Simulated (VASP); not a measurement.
Set up this calculation in VASP 6.6.1, as the native input.

* Task: single point
* Functional: r2SCAN
* Potentials or basis: VASP PAW PBE potentials, release 64 (Ta_pv)
* Cutoff: 520 eV
* k mesh: 8 × 8 × 8
* Occupations: gaussian, width 0.1 eV
* Spin: no spin polarisation
* Dipole correction: no
* Further INCAR settings: ALGO = Normal; EDIFF = 1e-07; NBANDS = 54

Crystal: Ta.

```
CELL_PARAMETERS angstrom
5.28978 0.00000 0.00000
0.00000 5.28978 0.00000
0.00000 0.00000 5.28978
ATOMIC_POSITIONS crystal
Ta 0.50000 0.50000 0.50000
Ta 0.00000 0.00000 0.00000
Ta 0.25000 0.00000 0.50000
Ta 0.50000 0.25000 0.00000
Ta 0.50000 0.75000 0.00000
Ta 0.75000 0.00000 0.50000
Ta 0.00000 0.50000 0.75000
Ta 0.00000 0.50000 0.25000
```

The input as run:

POSCAR

```
Ta
1.0
    5.2897836667      0.0000000000      0.0000000000
    0.0000000000      5.2897836667      0.0000000000
    0.0000000000      0.0000000000      5.2897836667
Ta
8
Direct
    0.5000000000      0.5000000000      0.5000000000
    0.0000000000      0.0000000000      0.0000000000
    0.2500000000      0.0000000000      0.5000000000
    0.5000000000      0.2500000000      0.0000000000
    0.5000000000      0.7500000000      0.0000000000
    0.7500000000      0.0000000000      0.5000000000
    0.0000000000      0.5000000000      0.7500000000
    0.0000000000      0.5000000000      0.2500000000
```

INCAR.step1

```
SYSTEM = Ta
  PREC = Accurate
  ENCUT = 520
  ISMEAR = 0
  SIGMA = 0.1
  LREAL = .FALSE.
  LASPH = .TRUE.
  NELM = 100
  NBANDS = 54
  GGA = PE
  ALGO = Normal
  EDIFF = 1E-4
  LWAVE = .TRUE.
  LCHARG = .FALSE.
```

INCAR.step2

```
SYSTEM = Ta
  PREC = Accurate
  ENCUT = 520
  EDIFF = 1E-7
  ISMEAR = 0
  SIGMA = 0.1
  LREAL = .FALSE.
  LASPH = .TRUE.
  NELM = 100
  ALGO = Normal
  ISIF = 2
  LWAVE = .FALSE.
  LCHARG = .FALSE.
  METAGGA = R2SCAN
  LMIXTAU = .TRUE.
  NBANDS = 54
  ISTART = 1
```

KPOINTS

```
regular mesh
0
G
  8 8 8
  0 0 0
```

Potentials or basis: VASP PAW PBE potentials, release 64 (Ta_pv).

Launch:

```bash
$ cat potpaw_PBE.64/Ta_pv/POTCAR > POTCAR
$ cp INCAR.step1 INCAR
$ mpirun -np 1 vasp_std > vasp.out
$ cp INCAR.step2 INCAR
$ mpirun -np 1 vasp_std > vasp.out
```

Results of the run:

| Item | Value |
| --- | --- |
| Pressure | 0.6 GPa |
| Band gap on the k mesh | zero (bands 44 and 45 overlap by 0.17 eV) |

Caveat: the PAW data sets were made with another functional, which shifts forces and pressure a little; spin-orbit coupling is left out, which moves the levels of the heavy elements.

Wall time 24 min on 1 thread of Intel Xeon 8259CL, on a shared host, peak memory 0.37 GiB.
